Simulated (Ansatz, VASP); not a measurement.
One calculation of Al36H, two programs

INCAR

```
SYSTEM = Al36H
  ALGO = Normal
  DIPOL = 0.5 0.5 0.379
  EDIFF = 1E-6
  ENCUT = 520
  GGA = PE
  IDIPOL = 3
  ISIF = 2
  ISMEAR = 0
  IVDW = 12
  LASPH = .True.
  LCHARG = .False.
  LDIPOL = .True.
  LREAL = Auto
  LWAVE = .False.
  NBANDS = 78
  NELM = 60
  PREC = Accurate
  SIGMA = 0.1
```

KPOINTS

```
k-points
0
Gamma
  6 6 1
  0 0 0
```

POSCAR

```
Al36H
1.0
    5.6288445221      0.0000000000      0.0000000000
   -2.8144222610      4.8747223501      0.0000000000
    0.0000000000      0.0000000000     35.8073562139
Al H
36 1
Direct
    0.1666666667      0.3333333333      0.1117088895
    0.1666666667      0.8333333333      0.1117088895
    0.6666666667      0.3333333333      0.1117088895
    0.6666666667      0.8333333333      0.1117088895
    0.0000000000      0.0000000000      0.1762280837
    0.0000000000      0.5000000000      0.1762280837
    0.5000000000      0.0000000000      0.1762280837
    0.5000000000      0.5000000000      0.1762280837
    0.3333333333      0.1666666667      0.2407472780
    0.3333333333      0.6666666667      0.2407472780
    0.8333333333      0.1666666667      0.2407472780
    0.8333333333      0.6666666667      0.2407472780
    0.0000000000      0.0000000000      0.3052664723
    0.0000000000      0.5000000000      0.3052664723
    0.5000000000      0.0000000000      0.3052664723
    0.5000000000      0.5000000000      0.3052664723
    0.1666666667      0.3333333333      0.3692823671
    0.1666666667      0.8333333333      0.3692823671
    0.6666666667      0.3333333333      0.3692823671
    0.6666666667      0.8333333333      0.3692823671
    0.0000000000      0.0000000000      0.4332765596
    0.0000000000      0.5000000000      0.4332765596
    0.5000000000      0.0000000000      0.4332765596
    0.5000000000      0.5000000000      0.4332765596
    0.3333333333      0.1666666667      0.4981718464
    0.3333333333      0.6666666667      0.4981718464
    0.8333333333      0.1666666667      0.4981718464
    0.8333333333      0.6666666667      0.4981718464
    0.0000000000      0.0000000000      0.5626837009
    0.0000000000      0.5000000000      0.5626837009
    0.5000000000      0.0000000000      0.5626837009
    0.5000000000      0.5000000000      0.5626837009
    0.1666666667      0.3333333333      0.6285679423
    0.1666666667      0.8333333333      0.6285679423
    0.6666666667      0.3333333333      0.6285679423
    0.6666666667      0.8333333333      0.6285679423
    0.5000000000      0.5000000000      0.7207277762
```

Input for Ansatz:

```yaml
crystal:
  lattice:
    - [5.6288445221, 0.0, 0.0]
    - [-2.814422261, 4.8747223501, 0.0]
    - [0.0, 0.0, 35.8073562139]
  atoms:
    - { symbol: Al, position: [0.1666666667, 0.3333333333, 0.1117088895] }
    - { symbol: Al, position: [0.1666666667, 0.8333333333, 0.1117088895] }
    - { symbol: Al, position: [0.6666666667, 0.3333333333, 0.1117088895] }
    - { symbol: Al, position: [0.6666666667, 0.8333333333, 0.1117088895] }
    - { symbol: Al, position: [0.0, 0.0, 0.1762280837] }
    - { symbol: Al, position: [0.0, 0.5, 0.1762280837] }
    - { symbol: Al, position: [0.5, 0.0, 0.1762280837] }
    - { symbol: Al, position: [0.5, 0.5, 0.1762280837] }
    - { symbol: Al, position: [0.3333333333, 0.1666666667, 0.240747278] }
    - { symbol: Al, position: [0.3333333333, 0.6666666667, 0.240747278] }
    - { symbol: Al, position: [0.8333333333, 0.1666666667, 0.240747278] }
    - { symbol: Al, position: [0.8333333333, 0.6666666667, 0.240747278] }
    - { symbol: Al, position: [0.0, 0.0, 0.3052664723] }
    - { symbol: Al, position: [0.0, 0.5, 0.3052664723] }
    - { symbol: Al, position: [0.5, 0.0, 0.3052664723] }
    - { symbol: Al, position: [0.5, 0.5, 0.3052664723] }
    - { symbol: Al, position: [0.1666666667, 0.3333333333, 0.3692823671] }
    - { symbol: Al, position: [0.1666666667, 0.8333333333, 0.3692823671] }
    - { symbol: Al, position: [0.6666666667, 0.3333333333, 0.3692823671] }
    - { symbol: Al, position: [0.6666666667, 0.8333333333, 0.3692823671] }
    - { symbol: Al, position: [0.0, 0.0, 0.4332765596] }
    - { symbol: Al, position: [0.0, 0.5, 0.4332765596] }
    - { symbol: Al, position: [0.5, 0.0, 0.4332765596] }
    - { symbol: Al, position: [0.5, 0.5, 0.4332765596] }
    - { symbol: Al, position: [0.3333333333, 0.1666666667, 0.4981718464] }
    - { symbol: Al, position: [0.3333333333, 0.6666666667, 0.4981718464] }
    - { symbol: Al, position: [0.8333333333, 0.1666666667, 0.4981718464] }
    - { symbol: Al, position: [0.8333333333, 0.6666666667, 0.4981718464] }
    - { symbol: Al, position: [0.0, 0.0, 0.5626837009] }
    - { symbol: Al, position: [0.0, 0.5, 0.5626837009] }
    - { symbol: Al, position: [0.5, 0.0, 0.5626837009] }
    - { symbol: Al, position: [0.5, 0.5, 0.5626837009] }
    - { symbol: Al, position: [0.1666666667, 0.3333333333, 0.6285679423] }
    - { symbol: Al, position: [0.1666666667, 0.8333333333, 0.6285679423] }
    - { symbol: Al, position: [0.6666666667, 0.3333333333, 0.6285679423] }
    - { symbol: Al, position: [0.6666666667, 0.8333333333, 0.6285679423] }
    - { symbol: H, position: [0.5, 0.5, 0.7207277762] }
basis:
  ecutwfc: 420
kpoints:
  mp_grid: { grid: [6, 6, 1] }
hamiltonian:
  xc: pbe
  pseudopotentials: { kind: paw, azcp: { folder: soft_1 } }
  dispersion: d3bj
scf:
  occupations: { method: gaussian, width: 0.1 }
output:
  forces: true
  eigenvalues: true
efield:
  axis: 3
  dipole_correction: true
  ramp_width: 0.04
```

Alike in both runs: task single point; functional PBE; dispersion D3(BJ); k mesh 6 × 6 × 1; occupations gaussian, width 0.1 eV; no spin polarisation.

```csv
,VASP,Ansatz
version,VASP 6.6.1,Ansatz 0.2.0
potentials or method,"VASP PAW PBE potentials, release 64 (Al, H), cutoff 520 eV","scalar-relativistic, plane waves, PAW"
valence electrons in the cell,109,109
```

```tsv
	VASP	Ansatz	Ansatz less VASP
gap on the k mesh at the Fermi level (eV)	none	none	-
rms of the force components (eV/Å)	0.084	0.084	+0.0003
```

Atom by atom the forces differ by 0.001 eV/Å (rms over components). A gap of «none» marks a metal or a gap that the smearing closes.
